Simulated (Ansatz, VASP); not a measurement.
## One calculation of Ir, two programs

```
Ir
1.0
     0.00000    1.90609    1.90609
     1.90609    0.00000    1.90609
     1.90609    1.90609    0.00000
Ir
1
Direct
  0.00000 0.00000 0.00000
```

Alike in both runs: task single point; functional LDA; k mesh 14 × 14 × 14; occupations fermi-dirac, width 0.03 eV; no spin polarisation.

```csv
,VASP,Ansatz
version,VASP 6.6.1,Ansatz 0.2.0
potentials or method,"VASP PAW LDA potentials, release 64 (Ir), cutoff 520 eV","plane waves (420 eV) with PAW, scalar-relativistic"
valence electrons in the cell,9,17
```

Ansatz gave:

| Item | Value |
| --- | --- |
| pressure (GPa) | -0.2 |

Problem. What did VASP give for the same quantities?

Solution. Pressure (GPa): 2.4.

Ansatz warns that its potentials were made for another functional, while VASP's fit it. LDA's correlation is that of Perdew and Zunger in VASP and of Perdew and Wang (1992) in Ansatz. VASP's potentials hold 9 valence electrons a cell and Ansatz's 17, so a difference there can come from the potentials and not from the codes.

Spin-orbit coupling is off throughout.
